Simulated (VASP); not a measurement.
# Sb: relaxation of cell and atoms with PBE

Sb:

```xyz
1
Lattice="2.3872 0.0000 0.0000 0.0000 2.3872 0.0000 0.0000 0.0000 2.3872" Properties=species:S:1:pos:R:3 pbc="T T T"
Sb    0.0000    0.0000    0.0000
```

| Quantity | Value |
| --- | --- |
| Program | VASP 6.6.1 |
| Task | relaxation of cell and atoms |
| Functional | PBE |
| Potentials or basis | VASP PAW PBE potentials, release 64 (Sb) |
| Cutoff | 600 eV |
| k mesh | 16 × 16 × 16 |
| Occupations | fermi-dirac, width 0.1 eV |
| Spin | no spin polarisation |
| Target pressure | 220 GPa |
| Dipole correction | no |
| Further INCAR settings | ALGO = Normal; EDIFF = 1e-06; IBRION = 2; EDIFFG = -0.005; NSW = 60; ISIF = 3 |

```json
{"Relaxed volume": "14.49 Å³/atom", "Relaxed cell": "a = 2.438 Å, b = 2.438 Å, c = 2.438 Å, α = 90.00°, β = 90.00°, γ = 90.00°", "Space group after relaxing (to 0.05 Å)": "Pm-3m (No. 221)", "Energy change on relaxing (the enthalpy is what falls)": "-1368.6 meV/atom", "Ionic steps": "18", "Pressure after relaxing": "220.1 GPa"}
```

The path:
```
step  energy change (eV)  largest force (eV/Å)  pressure (GPa)  volume (Å³)
   1              0.0000                0.0000          276.01        13.60
   2             -6.5815                0.0000           14.22        25.28
   3             -1.8486                0.0000          200.81        14.86
   4             -1.3918                0.0000          219.11        14.51
   5             -1.3665                0.0000          220.14        14.49
   6             -1.3665                0.0000          220.13        14.49
   7             -1.3668                0.0000          220.12        14.49
   8             -1.3668                0.0000          220.12        14.49
   9             -1.3668                0.0000          220.12        14.49
  10             -1.3668                0.0000          220.12        14.49
  11             -1.3668                0.0000          220.12        14.49
  12             -1.3668                0.0000          220.12        14.49
  13             -1.3668                0.0000          220.12        14.49
  14             -1.3669                0.0000          220.12        14.49
  15             -1.3670                0.0000          220.12        14.49
  16             -1.3672                0.0000          220.11        14.49
  17             -1.3677                0.0000          220.09        14.49
  18             -1.3686                0.0000          220.05        14.49
```

Final structure:
```yaml
crystal:
  lattice:
    - [2.43810, 0.00000, 0.00000]
    - [0.00000, 2.43810, 0.00000]
    - [0.00000, 0.00000, 2.43810]
  atoms:
    - { symbol: Sb, position: [0.00000, 0.00000, 0.00000] }
```

Levels at points of the mesh, in eV from the Fermi level:
| k point | band 1 | band 2 | band 3 | band 4 | band 5 | band 6 |
| --- | --- | --- | --- | --- | --- | --- |
| (0.00, 0.00, 0.00) | -20.62 | 4.81 | 4.81 | 4.81 | 8.22 | 8.22 |
| (0.50, 0.00, 0.00) | -14.18 | -12.47 | 10.20 | 10.36 | 10.36 | 11.66 |
| (0.50, 0.50, 0.00) | -7.91 | -7.91 | -6.75 | -1.21 | 14.38 | 14.38 |
| (0.50, 0.50, 0.50) | -3.25 | -3.25 | -3.25 | 3.07 | 3.75 | 3.75 |

Wall time 93 s on 1 thread of Intel Xeon 8259CL (shared host), peak memory 0.14 GiB.

Caveat: the cell is relaxed towards a set pressure, so the enthalpy falls and the energy may rise; spin-orbit coupling is left out, which moves the levels of the heavy elements.
